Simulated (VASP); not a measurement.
**CdSe: single point with PBE**

Crystal: CdSe.

```
Cd Se
1.0
     0.00000    3.02878    3.02878
     3.02878    0.00000    3.02878
     3.02878    3.02878    0.00000
Cd Se
1 1
Direct
  0.00000 0.00000 0.00000
  0.75000 0.75000 0.75000
```

```
Program             : VASP 6.6.1
Task                : single point
Functional          : PBE
Potentials or basis : VASP PAW PBE potentials, release 64 (Cd, Se)
Cutoff              : 520 eV
k mesh              : 6 × 6 × 6
Occupations         : gaussian, width 0.01 eV
Spin                : no spin polarisation
```

```yaml
Pressure: 3.9 GPa
Band_gap_on_the_k_mesh: 0.63 eV, direct
```

Levels at points of the mesh, in eV from the valence-band top:
| k point | band 5 | band 6 | band 7 | band 8 | band 9 | band 10 | band 11 | band 12 | band 13 | band 14 |
| --- | --- | --- | --- | --- | --- | --- | --- | --- | --- | --- |
| (0.00, 0.00, 0.00) | -7.59 | -7.59 | 0.00 | 0.00 | 0.00 | 0.63 | 5.93 | 5.93 | 5.93 | 9.83 |
| (0.50, 0.00, 0.00) | -7.57 | -7.29 | -4.46 | -0.77 | -0.77 | 2.41 | 6.44 | 6.44 | 7.46 | 10.08 |
| (0.50, 0.50, 0.00) | -7.53 | -7.22 | -4.14 | -1.90 | -1.90 | 3.11 | 3.77 | 9.18 | 10.29 | 10.29 |

Wall time 12 s on 1 thread of AMD EPYC 7R43 64-Core Processor (Zen 3), with other jobs on the host, peak memory 0.14 GiB.

A hybrid or GW would open this gap; PBE tends to underestimate it.
